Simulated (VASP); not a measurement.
# Al3O in VASP: further runs

The runs below take Al3O through relaxation of the atoms, with PBEsol.

All numbers are computed with VASP 6.6.1; they aren't measurements. Logs are shortened: lines on timing, memory, paths and dates and some standing lists are left out, and cuts for length are marked.

## 1. The cell of the first run

The cell holds a slab with vacuum, 4 atoms: a = 2.839 Å, b = 2.839 Å, c = 19.641 Å, α = 90.00°, β = 90.00°, γ = 90.00°.

## 2. Relaxation of the atoms, PBEsol

File INCAR:

```
ALGO = Normal
DIPOL = 0.5 0.5 0.340
EDIFF = 1E-7
EDIFFG = -0.025
ENCUT = 520
GGA = PS
GGA_COMPAT = False
IBRION = 2
IDIPOL = 3
ISIF = 2
ISMEAR = 0
LASPH = True
LCHARG = False
LDIPOL = True
LREAL = False
LWAVE = False
NELM = 120
NELMDL = -8
NELMIN = 4
NSW = 36
PREC = Accurate
SIGMA = 0.1
```

File KPOINTS:

```
k-points
0
Gamma
  9 9 1
```

File POSCAR:

```
Al3O
1.0
    2.8394270062      0.0000000000      0.0000000000
    0.0000000000      2.8394270062      0.0000000000
    0.0000000000      0.0000000000     19.6413451717
Al O
3 1
Selective dynamics
Direct
    0.5000000000      0.5000000000      0.2036520394  F F F
    0.0000000000      0.0000000000      0.3090064802  F F F
    0.5000000000      0.5000000000      0.4145003868  F F F
    0.8333333333      1.0000000000      0.4327234492  F F T
```

Potentials or basis: VASP PAW PBE potentials, release 64 (Al, O).

Command:

```sh
$ cat potpaw_PBE.64/Al/POTCAR potpaw_PBE.64/O/POTCAR > POTCAR
$ mpirun -np 1 vasp_std > vasp.out
```

OUTCAR:

```text
EDIFF = 1E-7
   EDIFFG = -0.025
   ENCUT = 520
   GGA = PS
   IBRION = 2
   ISIF = 2
   ISMEAR = 0
   LASPH = True
   LREAL = False
   NELM = 120
   NELMDL = -8
   NELMIN = 4
   NSW = 36
   PREC = Accurate

 ion  position               nearest neighbor table
   1  0.500  0.500  0.204-   2 2.88   2 2.88   2 2.88   2 2.88
   2  0.000  0.000  0.309-   4 2.48   1 2.88   1 2.88   1 2.88   1 2.88   3 2.89   3 2.89   3 2.89
                             3 2.89
   3  0.500  0.500  0.415-   4 1.74   4 1.74   4 2.39   4 2.39   2 2.89   2 2.89   2 2.89   2 2.89

   4  0.833  0.000  0.433-   3 1.74   3 1.74   3 2.39   3 2.39   2 2.48

  LATTYP: Found a simple tetragonal cell.
 ALAT       =     2.8394270062
 C/A-ratio  =     6.9173622456

  Lattice vectors:

 A1 = (   2.8394270062,   0.0000000000,   0.0000000000)
 A2 = (   0.0000000000,   2.8394270062,   0.0000000000)
 A3 = (   0.0000000000,   0.0000000000,  19.6413451717)

Analysis of symmetry for initial positions (statically):
=====================================================================
 Subroutine PRICEL returns:
 Original cell was already a primitive cell.

 Routine SETGRP: Setting up the symmetry group for a
 simple tetragonal supercell.

 Subroutine GETGRP returns: Found  2 space group operations
 (whereof  2 operations were pure point group operations)
 out of a pool of 16 trial point group operations.

The static configuration has the point symmetry C_1h.

Analysis of symmetry for dynamics (positions and initial velocities):
=====================================================================
 Subroutine PRICEL returns:
 Original cell was already a primitive cell.

 Routine SETGRP: Setting up the symmetry group for a
 simple tetragonal supercell.

 Subroutine GETGRP returns: Found  2 space group operations
 (whereof  2 operations were pure point group operations)
 out of a pool of 16 trial point group operations.

The dynamic configuration has the point symmetry C_1h.

Analysis of constrained symmetry for selective dynamics:
=====================================================================
 Subroutine PRICEL returns:
 Original cell was already a primitive cell.

 Routine SETGRP: Setting up the symmetry group for a
 simple tetragonal supercell.

 Subroutine GETGRP returns: Found  2 space group operations
 (whereof  2 operations were pure point group operations)
 out of a pool of 16 trial point group operations.

The constrained configuration has the point symmetry C_1h.

 Subroutine INISYM returns: Found  2 space group operations
 (whereof  2 operations are pure point group operations),
 and found     1 'primitive' translations

----------------------------------------------------------------------------------------

                                     Primitive cell

  volume of cell :     158.3553

  direct lattice vectors                    reciprocal lattice vectors
     2.839427006  0.000000000  0.000000000     0.352183732  0.000000000  0.000000000
     0.000000000  2.839427006  0.000000000     0.000000000  0.352183732  0.000000000
     0.000000000  0.000000000 19.641345172     0.000000000  0.000000000  0.050913010

  length of vectors
     2.839427006  2.839427006 19.641345172     0.352183732  0.352183732  0.050913010

  position of ions in fractional coordinates (direct lattice)
     0.500000000  0.500000000  0.203652039
     0.000000000  0.000000000  0.309006480
     0.500000000  0.500000000  0.414500387
     0.833333333  0.000000000  0.432723449

  ion indices of the primitive-cell ions
   primitive index   ion index
                 1           1
                 2           2
                 3           3
                 4           4

----------------------------------------------------------------------------------------

 KPOINTS: k-points

Automatic generation of k-mesh.
[... 90 lines left out ...]
   GGA     = PS    functional components
   LHFCALC =     F    Hartree Fock is set to
   AEXX    =    0.0000 exact exchange contribution
   IVDW    =     0    specifies the selected vdW correction
   LEPSILON=     F    determine dielectric tensor
   LRPA    =     F    only Hartree local field effects (RPA)
 conjugate gradient relaxation of ions
 non-spin polarized calculation
 Gauss-broadening in eV      SIGMA  =   0.10
  energy-cutoff  :      520.00
  volume of cell :      158.36
 maximum number of plane-waves:      4292
 NGX is ok and might be reduce to    24
   NGX = 11   NGY = 11   NGZ = 73

--------------------------------------- Ionic step        1  -------------------------------------------

 number of electron      15.0000005 magnetization

 Free energy of the ion-electron system (eV)
  ---------------------------------------------------
  ext. energy  EPLUGINS =         0.00000000
  ---------------------------------------------------
  free energy    TOTEN  =       -19.72530249 eV

  energy without entropy =      -19.71621349  energy(sigma->0) =      -19.72075799

------------------------ aborting loop because EDIFF is reached ----------------------------------------

  FORCE on cell =-STRESS in cart. coord.  units (eV):
  Direction    XX          YY          ZZ          XY          YZ          ZX
  --------------------------------------------------------------------------------------
  -------------------------------------------------------------------------------------
  Total        0.1469703      0.4697350      3.2936989      0.0000000      0.0000000     -0.4441594
  in kB        1.4869878      4.7525955     33.3243614      0.0000000      0.0000000     -4.4938315
  external PRESSURE =      13.1879816 kB  Pullay stress =       0.0000000 kB
[... 25 lines left out ...]
--------------------------------------- Ionic step        2  -------------------------------------------

 number of electron      15.0000005 magnetization

 E-fermi :   0.5620     XC(G=0):  -4.4277

 val. band max:        0.5468439139   @ k =   0.3333   0.2222   0.0000
 cond. band min:       0.5672346965   @ k =  -0.2222   0.3333   0.0000
 fundamental gap:      0.0203907826
 Fermi energy:         0.5619767523

 k-point     1 :       0.0000    0.0000    0.0000
  band No.  band energies     occupation
      1     -20.9905      2.00000
      2      -9.8175      2.00000
      3      -7.5658      2.00000
      4      -5.5364      2.00000
      5      -4.8447      2.00000
      6      -4.5487      2.00000
      7      -2.1065      2.00000
      8       0.7105      0.03571
      9       3.2347      0.00000
     10       3.8747      0.00000
     11       4.5058      0.00000
[... 309 lines left out ...]
 k-point    24 :      -0.3333    0.4444    0.0000
  band No.  band energies     occupation
      1     -19.8472      2.00000
      2      -8.5162      2.00000
      3      -6.8866      2.00000
      4      -5.2395      2.00000
      5      -3.8063      2.00000
      6      -2.1721      2.00000
      7      -0.9684      2.00000
      8       0.6983      0.05390
      9       1.4438      0.00000
     10       2.3178      0.00000
     11       3.0859      0.00000

 [... further k-points ...]

------------------------ aborting loop because EDIFF is reached ----------------------------------------

  FORCE on cell =-STRESS in cart. coord.  units (eV):
  Direction    XX          YY          ZZ          XY          YZ          ZX
  --------------------------------------------------------------------------------------
  -------------------------------------------------------------------------------------
  Total       -1.4446661     -1.7957912      2.8494265      0.0000000      0.0000000     -0.5131001
  in kB      -14.6165683    -18.1691152     28.8293861      0.0000000      0.0000000     -5.1913466
  external PRESSURE =      -1.3187658 kB  Pullay stress =       0.0000000 kB
[... 19 lines left out ...]
  FREE ENERGIE OF THE ION-ELECTRON SYSTEM (eV)
  ---------------------------------------------------
  free  energy   TOTEN  =       -20.0320508910 eV

  energy  without entropy=      -20.0241566760  energy(sigma->0) =      -20.02810378

 dipolmoment           0.000000      0.000000     -0.006333 electrons x Angstroem

--------------------------------------- Ionic step        3  -------------------------------------------

 number of electron      15.0000004 magnetization

------------------------ aborting loop because EDIFF is reached ----------------------------------------
[... 33 lines left out ...]
--------------------------------------- Ionic step        4  -------------------------------------------

 number of electron      15.0000003 magnetization

 dipolmoment           0.000000      0.000000      0.011623 electrons x Angstroem

 Free energy of the ion-electron system (eV)
  ---------------------------------------------------
  ext. energy  EPLUGINS =         0.00000000
  ---------------------------------------------------
  free energy    TOTEN  =       -20.18864312 eV

  energy without entropy =      -20.18133236  energy(sigma->0) =      -20.18498774

 E-fermi :  -0.0765     XC(G=0):  -4.4407

 val. band max:       -0.0973198207   @ k =   0.3333   0.2222   0.0000
 cond. band min:      -0.0759831936   @ k =  -0.2222   0.3333   0.0000
 fundamental gap:      0.0213366271
 Fermi energy:        -0.0764602359

 k-point     1 :       0.0000    0.0000    0.0000
  band No.  band energies     occupation
      1     -20.4266      2.00000
      2     -10.3732      2.00000
      3      -7.9599      2.00000
      4      -4.8946      2.00000
      5      -4.8391      2.00000
      6      -4.1121      2.00000
      7      -2.4192      2.00000
      8       0.5529      0.00000
      9       3.1350      0.00000
     10       4.3369      0.00000
     11       4.5527      0.00000
[... 309 lines left out ...]
 k-point    24 :      -0.3333    0.4444    0.0000
  band No.  band energies     occupation
      1     -19.2809      2.00000
      2      -7.9418      2.00000
      3      -6.3794      2.00000
      4      -5.0550      2.00000
      5      -4.1858      2.00000
      6      -2.7695      2.00000
      7      -1.5677      2.00000
      8       0.0728      0.03478
      9       1.0245      0.00000
     10       1.7937      0.00000
     11       2.6470      0.00000

 [... further k-points ...]

------------------------ aborting loop because EDIFF is reached ----------------------------------------

 vacuum level on the upper side and lower side of the slab       (xc-potential included)         0.119        -0.137

  FORCE on cell =-STRESS in cart. coord.  units (eV):
  Direction    XX          YY          ZZ          XY          YZ          ZX
  --------------------------------------------------------------------------------------
  -------------------------------------------------------------------------------------
  Total       -2.9413254     -4.0354507      1.5792484      0.0000000      0.0000000     -0.6965503
  in kB      -29.7591833    -40.8291168     15.9782198      0.0000000      0.0000000     -7.0474240
  external PRESSURE =     -18.2033601 kB  Pullay stress =       0.0000000 kB
[... 19 lines left out ...]
  FREE ENERGIE OF THE ION-ELECTRON SYSTEM (eV)
  ---------------------------------------------------
  free  energy   TOTEN  =       -20.1886431183 eV

  energy  without entropy=      -20.1813323587  energy(sigma->0) =      -20.18498774

 reached required accuracy - stopping structural energy minimisation

 vacuum level on the upper side and lower side of the slab         4.522         4.258
```

Run time: 3.9 min. Hardware: 1 thread of AMD EPYC 9R14 (Zen 4), shared host; peak memory 0.26 GiB.

Results:

```yaml
Free_energy: -20.1886 eV
Energy_gained_by_relaxing: 115.8 meV/atom
Ionic_steps: 4
Band_gap_on_the_k_mesh: zero (an odd number of electrons rules out a gap without spin polarisation)
```

Step by step:
| step | energy change (eV) | largest force on free atoms (eV/Å) | pressure (GPa) |
| --- | --- | --- | --- |
| 1 | 0.0000 | 2.7419 | 1.32 |
| 2 | -0.3067 | 1.8032 | -0.13 |
| 3 | -0.4622 | 0.1586 | -1.68 |
| 4 | -0.4633 | 0.0112 | -1.82 |

Final structure:
```
Al O
1.0
     2.83943    0.00000    0.00000
     0.00000    2.83943    0.00000
     0.00000    0.00000   19.64135
Al O
3 1
Direct
  0.50000 0.50000 0.20365
  0.00000 0.00000 0.30901
  0.50000 0.50000 0.41450
  0.83333 0.00000 0.44809
```

Caveat: the PAW data sets were made with another functional, which shifts forces and pressure a little; an odd number of electrons without spin polarisation forces a metal; a magnetic or distorted state may lie lower.

## 3. Relaxation of the atoms, PBEsol

File INCAR:

```
SYSTEM = Al3O
  PREC = Accurate
  ENCUT = 520
  EDIFF = 1E-6
  ISMEAR = 0
  SIGMA = 0.1
  LREAL = .FALSE.
  LASPH = .TRUE.
  NELM = 60
  ALGO = Normal
  ISIF = 2
  LWAVE = .FALSE.
  LCHARG = .FALSE.
  LDIPOL = .TRUE.
  IDIPOL = 3
  DIPOL = 0.5 0.5 0.340
  GGA = PS
  IBRION = 2
  NSW = 36
  EDIFFG = -0.025
```

File KPOINTS:

```
regular mesh
0
G
  9 9 1
  0 0 0
```

POSCAR is that of step 2.

Potentials or basis: VASP PAW PBE potentials, release 64 (Al, O).

Command:

```sh
$ cat potpaw_PBE.64/Al/POTCAR potpaw_PBE.64/O/POTCAR > POTCAR
$ mpirun -np 1 vasp_std > vasp.out
```

Wall time 76 s (1 thread of Intel Xeon 6975P-C (Granite Rapids), shared host); peak memory 0.29 GiB.

It converged, with:

```yaml
Free_energy: -20.1886 eV
Energy_gained_by_relaxing: 115.8 meV/atom
Ionic_steps: 4
Band_gap_on_the_k_mesh: zero (an odd number of electrons rules out a gap without spin polarisation)
```

Step by step:
```csv
step,energy change (eV),largest force on free atoms (eV/Å),pressure (GPa)
1,0.0000,2.7418,1.32
2,-0.3067,1.8032,-0.13
3,-0.4622,0.1595,-1.68
4,-0.4633,0.0113,-1.82
```

Final structure:
```
CELL_PARAMETERS angstrom
2.83943 0.00000 0.00000
0.00000 2.83943 0.00000
0.00000 0.00000 19.64135
ATOMIC_POSITIONS crystal
Al 0.50000 0.50000 0.20365
Al 0.00000 0.00000 0.30901
Al 0.50000 0.50000 0.41450
O 0.83333 0.00000 0.44809
```

Levels at points of the mesh, in eV from the Fermi level:
| k point | band 5 | band 6 | band 7 | band 8 | band 9 | band 10 |
| --- | --- | --- | --- | --- | --- | --- |
| (0.00, 0.00, 0.00) | -4.76 | -4.04 | -2.34 | 0.63 | 3.21 | 4.43 |

Caveat: the PAW data sets were made with another functional, which shifts forces and pressure a little; an odd number of electrons without spin polarisation forces a metal; a magnetic or distorted state may lie lower.
